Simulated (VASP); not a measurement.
Wanted: the native input for a VASP 6.6.1 run.

- Task: electric field gradients
- Functional: PBE
- Potentials or basis: VASP PAW PBE potentials, release 64 (Ti_sv)
- Cutoff: 400 eV
- k mesh: 15 × 15 × 15
- Occupations: fermi-dirac, width 0.05 eV
- Spin: no spin polarisation
- Dipole correction: no
- Further INCAR settings: ALGO = Normal; EDIFF = 1e-08; NBANDS = 12

The structure of Ti lies in POSCAR:

```
Ti
1.0
    0.0000000000      1.9691000000      2.0300000000
    1.9691000000      0.0000000000      2.0300000000
    1.9691000000      1.9691000000      0.0000000000
Ti
1
Direct
    0.0000000000      0.0000000000      0.0000000000
```

This cell differs from its parent crystal: equal xx and yy strain of -3 %.

The input as run:

INCAR

```
  PREC = Accurate
  ENCUT = 400
  EDIFF = 1E-8
  ISMEAR = -1
  SIGMA = 0.05
  LREAL = False
  LASPH = True
  NELM = 120
  ALGO = Normal
  ISIF = 2
  LWAVE = False
  LCHARG = False
  GGA = PE
  LEFG = True
  NBANDS = 12
  GGA_COMPAT = False
```

KPOINTS

```
regular mesh
0
Gamma
  15 15 15
```

Potentials or basis: VASP PAW PBE potentials, release 64 (Ti_sv).

Launch:

```sh
$ cat potpaw_PBE.64/Ti_sv/POTCAR > POTCAR
$ mpirun -np 1 vasp_std > vasp.out
```

Results of the run:

The pressure is 11.4 GPa, the band gap on the k mesh is zero (bands 6 and 7 overlap by 1.24 eV) and the largest electric field gradient by atom is Ti -3.7 V/Å².

Caveat: the cell differs from its parent crystal (equal xx and yy strain of -3 %); the cell stands under pressure; without QUAD_EFG the Cq values of the log hold for a quadrupole moment of 1 mb, not for the nuclei.

It took 66 s on 1 thread of Intel Xeon 8259CL, on a shared host, peak memory 0.15 GiB.
